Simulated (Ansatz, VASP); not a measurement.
## Al2Pt: VASP beside Ansatz

```
CELL_PARAMETERS angstrom
0.00000 2.95500 2.96485
2.95500 0.00000 2.96485
2.95500 2.95500 0.00000
ATOMIC_POSITIONS crystal
Al 0.25000 0.25000 0.25000
Al 0.75000 0.75000 0.75000
Pt 0.00000 0.00000 0.00000
```

Alike in both runs: task single point; functional r2SCAN; k mesh 10 × 10 × 10; no spin polarisation.

```csv
,VASP,Ansatz
version,VASP 6.6.1,Ansatz 0.2.0
potentials or method,"VASP PAW PBE potentials, release 64 (Al, Pt), cutoff 520 eV","plane waves, PAW"
occupations,"fermi-dirac, width 0.1 eV",fermi-dirac
valence electrons in the cell,16,24
```

```csv
,VASP,Ansatz,Ansatz less VASP
pressure (GPa),-1.1,-0.9,+0.24
"traceless stress, the component that is largest in VASP (GPa)",-0.17,-0.17,0.000
```

VASP's potentials were made for PBE, not for r2SCAN. VASP's potentials hold 16 valence electrons a cell and Ansatz's 24, so a difference there can come from the potentials and not from the codes.

Neither program's run includes spin-orbit coupling.
